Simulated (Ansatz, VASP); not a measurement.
Si2W in VASP and in Ansatz

```
CELL_PARAMETERS angstrom
-1.56401 1.56401 4.19145
1.56401 -1.56401 4.19145
1.56401 1.56401 -4.19145
ATOMIC_POSITIONS crystal
Si 0.33457 0.33457 0.00000
Si 0.66543 0.66543 0.00000
W 0.00000 0.00000 0.00000
```

Alike in both runs: task single point; functional PBE; k mesh 22 × 22 × 22; occupations gaussian, width 0.15 eV; no spin polarisation.

```csv
,VASP,Ansatz
version,VASP 6.6.1,Ansatz 0.2.0
potentials or method,"VASP PAW PBE potentials, release 64 (Si, W_sv), cutoff 520 eV","scalar-relativistic, plane waves, PAW"
valence electrons in the cell,22,22
```

|  | VASP | Ansatz | Ansatz less VASP |
| --- | --- | --- | --- |
| gap on the k mesh at the Fermi level (eV) | none | none | - |
| pressure (GPa) | 0.4 | 0.4 | -0.07 |
| traceless stress, the component that is largest in VASP (GPa) | -21.18 | -21.12 | +0.057 |
| rms of the force components (eV/Å) | 0.032 | 0.036 | +0.0037 |

Atom by atom the forces differ by 0.004 eV/Å (rms over components). A gap of «none» marks a metal or a gap that the smearing closes.

Neither program's run includes spin-orbit coupling.
